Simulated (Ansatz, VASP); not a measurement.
# Two plane-wave programs on LaO6

```
CELL_PARAMETERS angstrom
4.30246 0.00000 0.00000
0.00000 4.30246 0.00000
0.00000 0.00000 4.30246
ATOMIC_POSITIONS crystal
La 0.00000 0.00000 0.00000
O 0.79989 0.50000 0.50000
O 0.20011 0.50000 0.50000
O 0.50000 0.50000 0.79989
O 0.50000 0.50000 0.20011
O 0.50000 0.20011 0.50000
O 0.50000 0.79989 0.50000
```

Change from the starting cell: species swapped into the PrB6 type (Pm-3m, No. 221).

Alike in both runs: task relaxation of cell and atoms; functional PBE; k mesh 4 × 4 × 4; occupations gaussian, width 0.1 eV; no spin polarisation.

|  | VASP | Ansatz |
| --- | --- | --- |
| version | VASP 6.6.1 | Ansatz 0.2.0 |
| potentials or method | VASP PAW PBE potentials, release 64 (La, O), cutoff 600 eV | scalar-relativistic, plane waves, PAW |
| valence electrons in the cell | 47 | 47 |

Ansatz gave:

```
gap on the k mesh at the Fermi level, each at its own relaxed structure (eV) : none
relaxed volume (Å³/atom)                                                     : 14.65
relaxed cell length with the largest relative difference (Å)                 : 4.681
```

Estimate VASP's values.

gap on the k mesh at the Fermi level, each at its own relaxed structure (eV): none; relaxed volume (Å³/atom): 14.66; relaxed cell length with the largest relative difference (Å): 4.682.

A gap of «none» marks a metal or a gap that the smearing closes.

The k mesh is coarse, so the values compare programs but aren't converged. Spin-orbit coupling is off throughout. Noted on VASP's run: the volume moved by over 15 % at a fixed basis, so the end points are rough.
